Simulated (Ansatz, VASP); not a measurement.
**Two plane-wave programs on AlNi3**

The input INCAR:

```
SYSTEM = AlNi3
  ALGO = Fast
  EDIFF = 1E-7
  ENCUT = 520
  GGA = PS
  ISIF = 2
  ISMEAR = 0
  LASPH = .True.
  LCHARG = .False.
  LREAL = .False.
  LWAVE = .False.
  NBANDS = 24
  NELM = 60
  PREC = Accurate
  SIGMA = 0.15
```

File KPOINTS:

```
k-points
0
Gamma
  14 14 14
  0 0 0
```

The input POSCAR:

```
AlNi3
1.0
    0.0000000000      2.7984078565      2.7984078565
    2.7984078565      0.0000000000      2.7984078565
    2.7984078565      2.7984078565      0.0000000000
Al Ni
1 3
Direct
    0.4767896931      0.4767896931      0.4767896931
    0.2500000000      0.2500000000      0.2500000000
    0.0000000000      0.0000000000      0.0000000000
    0.7500000000      0.7500000000      0.7500000000
```

Input for Ansatz:

```yaml
crystal:
  lattice:
    - [0.0, 2.7984078565, 2.7984078565]
    - [2.7984078565, 0.0, 2.7984078565]
    - [2.7984078565, 2.7984078565, 0.0]
  atoms:
    - { symbol: Al, position: [0.4767896931, 0.4767896931, 0.4767896931] }
    - { symbol: Ni, position: [0.25, 0.25, 0.25] }
    - { symbol: Ni, position: [0.0, 0.0, 0.0] }
    - { symbol: Ni, position: [0.75, 0.75, 0.75] }
basis:
  ecutwfc: 420
kpoints:
  mp_grid: { grid: [14, 14, 14] }
hamiltonian:
  xc: pbesol
scf:
  occupations: { method: gaussian, width: 0.15 }
output:
  forces: true
  stress: true
  eigenvalues: true
```

Alike in both runs: task single point; functional PBEsol; k mesh 14 × 14 × 14; occupations gaussian, width 0.15 eV; no spin polarisation.

|  | VASP | Ansatz |
| --- | --- | --- |
| version | VASP 6.6.1 | Ansatz 0.2.0 |
| potentials or method | VASP PAW PBE potentials, release 64 (Al, Ni), cutoff 520 eV | scalar-relativistic, plane waves, PAW |
| valence electrons in the cell | 33 | 57 |

Ansatz gave:

| Property | Result |
| --- | --- |
| gap on the k mesh at the Fermi level (eV) | none |
| pressure (GPa) | 2.6 |
| traceless stress, the component that is largest in VASP (GPa) | 1.54 |
| rms of the force components (eV/Å) | 0.788 |

Question: What did VASP give for the same quantities?

Answer: gap on the k mesh at the Fermi level (eV): none; pressure (GPa): 2.6; traceless stress, the component that is largest in VASP (GPa): 1.55; rms of the force components (eV/Å): 0.793.

VASP's potentials were made for PBE, not for PBEsol. Atom by atom the forces differ by 0.005 eV/Å (rms over components). A gap of «none» marks a metal or a gap that the smearing closes. With one functional, cell and mesh, what is left measures potentials, basis and numerics. VASP's potentials hold 33 valence electrons a cell and Ansatz's 57, so a difference there can come from the potentials and not from the codes.
